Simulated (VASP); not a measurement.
Al: relaxation of cell and atoms with PBE+D3(BJ)

Crystal: Al.

```
Al
1.0
     0.00000    2.01946    2.01946
     2.01946    0.00000    2.01946
     2.01946    2.01946    0.00000
Al
1
Direct
  0.00000 0.00000 0.00000
```

```yaml
Program: VASP 6.6.1
Task: relaxation of cell and atoms
Functional: PBE
Dispersion: D3(BJ)
Potentials_or_basis: VASP PAW PBE potentials, release 64 (Al)
Cutoff: 600 eV
k_mesh: 18 × 18 × 18
Occupations: gaussian, width 0.1 eV
Spin: no spin polarisation
Dipole_correction: no
Further_INCAR_settings: ALGO = Fast; EDIFF = 1e-06; IBRION = 2; EDIFFG = -0.005; NSW = 100; ISIF = 3
```

```
Relaxed volume                         : 15.78 Å³/atom
Relaxed cell                           : a = 2.815 Å, b = 2.815 Å, c = 2.815 Å, α = 60.00°, β = 60.00°, γ = 60.00°
Space group after relaxing (to 0.05 Å) : Fm-3m (No. 225)
Energy gained by relaxing              : 7.4 meV/atom
Ionic steps                            : 3
Pressure after relaxing                : 0.0 GPa
Dispersion energy per atom             : -0.352 eV
```

The path:
| step | energy change (eV) | largest force (eV/Å) | pressure (GPa) | volume (Å³) |
| --- | --- | --- | --- | --- |
| 1 | 0.0000 | 0.0000 | -3.31 | 16.47 |
| 2 | -0.0072 | 0.0000 | 0.59 | 15.67 |
| 3 | -0.0074 | 0.0000 | 0.00 | 15.78 |

Final structure:
```xyz
1
Lattice="0.0000 1.9908 1.9908 1.9908 0.0000 1.9908 1.9908 1.9908 0.0000" Properties=species:S:1:pos:R:3 pbc="T T T"
Al    0.0000    0.0000    0.0000
```

Levels at points of the mesh, in eV from the Fermi level:
```csv
k point,band 1,band 2,band 3,band 4,band 5
"(0.00, 0.00, 0.00)",-11.44,12.87,12.87,12.87,14.71
"(0.50, 0.00, 0.00)",-4.77,-4.44,11.67,11.67,11.90
"(0.50, 0.50, 0.00)",-3.03,-1.61,5.27,5.81,5.81
```

Wall time 9.4 s on 1 thread of Intel(R) Xeon(R) 6975P-C (Granite Rapids) (shared host), peak memory 0.16 GiB.

Caveat: pairwise dispersion overbinds metals, which lowers pressure and volume.
